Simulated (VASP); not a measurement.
Here is a VASP 6.6.1 calculation.

The input INCAR:

```
ALGO = Normal
EDIFF = 1E-6
EDIFFG = -0.01
ENCUT = 600
GGA = PE
IBRION = 2
ISIF = 3
ISMEAR = 1
LASPH = True
LCHARG = False
LREAL = False
LWAVE = False
NELM = 80
NSW = 60
PREC = Accurate
SIGMA = 0.1
```

KPOINTS

```
k-points
0
Gamma
  11 11 10
```

File POSCAR:

```
WC
1.0
    2.9065000000      0.0000000000      0.0000000000
   -1.4532500000      2.5171028361      0.0000000000
    0.0000000000      0.0000000000      2.8366000000
W C
1 1
Direct
    0.0000000000      0.0000000000      0.0000000000
    0.6666666667      0.3333333333      0.5000000000
```

Potentials or basis: VASP PAW PBE potentials, release 64 (W_sv, C).

Command:

```sh
$ cat potpaw_PBE.64/W_sv/POTCAR potpaw_PBE.64/C/POTCAR > POTCAR
$ mpirun -np 1 vasp_std > vasp.out
```

Question: Estimate the space group after relaxing (to 0.05 Å).

Answer: P-6m2 (No. 187).

Question: Estimate the relaxed volume.

Answer: 10.55 Å³/atom.

The path:
```
step  energy change (eV)  largest force (eV/Å)  pressure (GPa)  volume (Å³)
   1              0.0000                0.0000            6.74        20.75
   2              0.0443                0.0000          -16.03        22.09
   3             -0.0073                0.0000           -0.11        21.11
   4             -0.0073                0.0000            0.01        21.10
   5             -0.0073                0.0000            0.04        21.11
   6             -0.0073                0.0000            0.05        21.11
```

 PBE usually gives volumes a little too large and moduli too small.
